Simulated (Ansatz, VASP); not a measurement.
Ga2O3: VASP beside Ansatz

The input INCAR:

```
  ALGO = Normal
  EDIFF = 1E-6
  ENCUT = 520
  GGA = PE
  ISIF = 2
  ISMEAR = 0
  LASPH = T
  LCHARG = F
  LREAL = F
  LWAVE = F
  NBANDS = 30
  NELM = 80
  PREC = Accurate
  SIGMA = 0.01
```

KPOINTS

```
k-points
0
Gamma
  12 12 4
```

File POSCAR:

```
Ga2O3
1.0
    2.9909461199      0.0000000000      0.0000000000
   -1.4954730600      2.5902353212      0.0000000000
    0.0000000000      0.0000000000      6.8457861770
Ga O
2 3
Direct
    0.3333333333      0.6666666667      0.2039202283
    0.6666666667      0.3333333333      0.7960797717
    0.0000000000      0.0000000000      0.0000000000
    0.3333333333      0.6666666667      0.6915979050
    0.6666666667      0.3333333333      0.3084020950
```

Input for Ansatz:

```yaml
crystal:
  lattice:
    - [2.9909461199, 0.0, 0.0]
    - [-1.49547306, 2.5902353212, 0.0]
    - [0.0, 0.0, 6.845786177]
  atoms:
    - { symbol: Ga, position: [0.3333333333, 0.6666666667, 0.2039202283] }
    - { symbol: Ga, position: [0.6666666667, 0.3333333333, 0.7960797717] }
    - { symbol: O, position: [0.0, 0.0, 0.0] }
    - { symbol: O, position: [0.3333333333, 0.6666666667, 0.691597905] }
    - { symbol: O, position: [0.6666666667, 0.3333333333, 0.308402095] }
kpoints:
  mp_grid: { grid: [12, 12, 4] }
  band_path:
    path:
      - [0.0, 0.0, 0.0]
      - [0.5, 0.0, 0.0]
      - [0.3333333333, 0.3333333333, 0.0]
      - [0.0, 0.0, 0.5]
      - [0.5, 0.0, 0.5]
      - [0.3333333333, 0.3333333333, 0.5]
    npoints: 1
hamiltonian:
  xc: pbe
scf:
  occupations: { method: fixed }
  n_extra_bands: 5
output:
  forces: true
  stress: true
  eigenvalues: true
```

Alike in both runs: task single point; functional PBE; k mesh 12 × 12 × 4; no spin polarisation.

```csv
,VASP,Ansatz
version,VASP 6.6.1,Ansatz 0.2.0
potentials or method,"VASP PAW PBE potentials, release 64 (Ga_d, O)","plane waves, PAW"
plane-wave cutoff (eV),520,420
occupations,"gaussian, width 0.01 eV",fixed
valence electrons in the cell,44,44
```

```tsv
	VASP	Ansatz	Ansatz less VASP
gap on the k mesh at the Fermi level (eV)	2.49	2.51	+0.022
pressure (GPa)	9.0	8.3	-0.73
traceless stress, the component that is largest in VASP (GPa)	-2.16	-1.74	+0.413
rms of the force components (eV/Å)	0.186	0.184	-0.0018
```

Atom by atom the forces differ by 0.015 eV/Å (rms over components).
